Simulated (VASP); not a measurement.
Write the native input for VASP 6.6.1 that does the following.

* Task: single point
* Functional: PBEsol
* Potentials or basis: VASP PAW PBE potentials, release 64 (Nb_sv)
* Cutoff: 520 eV
* k mesh: 6 × 6 × 6
* Occupations: fermi-dirac, width 0.05 eV
* Spin: no spin polarisation
* Dipole correction: no
* Further INCAR settings: ALGO = Normal; EDIFF = 1e-06; NBANDS = 12

The structure of Nb lies in POSCAR:

```
Nb
1.0
    2.7196400000      0.0000000000      0.0000000000
    0.0000000000      2.7196400000      0.0000000000
    0.0000000000      0.0000000000      2.7196400000
Nb
1
Direct
    0.5000000000      0.5000000000      0.5000000000
```

One way to write it, as run:

INCAR

```
SYSTEM = Nb
ALGO = Normal ; EDIFF = 1E-6
ENCUT = 520 ; GGA = PS
ISIF = 2 ; ISMEAR = -1
LASPH = .True. ; LCHARG = .False.
LREAL = .False. ; LWAVE = .False.
NBANDS = 12 ; NELM = 100
PREC = Accurate ; SIGMA = 0.05
```

KPOINTS

```
k-points
0
Gamma
  6 6 6
  0 0 0
```

Potentials or basis: VASP PAW PBE potentials, release 64 (Nb_sv).

Run with:

```sh
$ cat potpaw_PBE.64/Nb_sv/POTCAR > POTCAR
$ mpirun -np 1 vasp_std > vasp.out
```

Results of the run:

| Property | Result |
| --- | --- |
| Pressure | -2.3 GPa |

Caveat: the k points lie up to 0.39 Å⁻¹ apart; the PAW data sets were made with another functional, which shifts forces and pressure a little.

It took 3.7 s on 1 thread of Intel Xeon 6975P-C, on a shared host, peak memory 0.12 GiB.
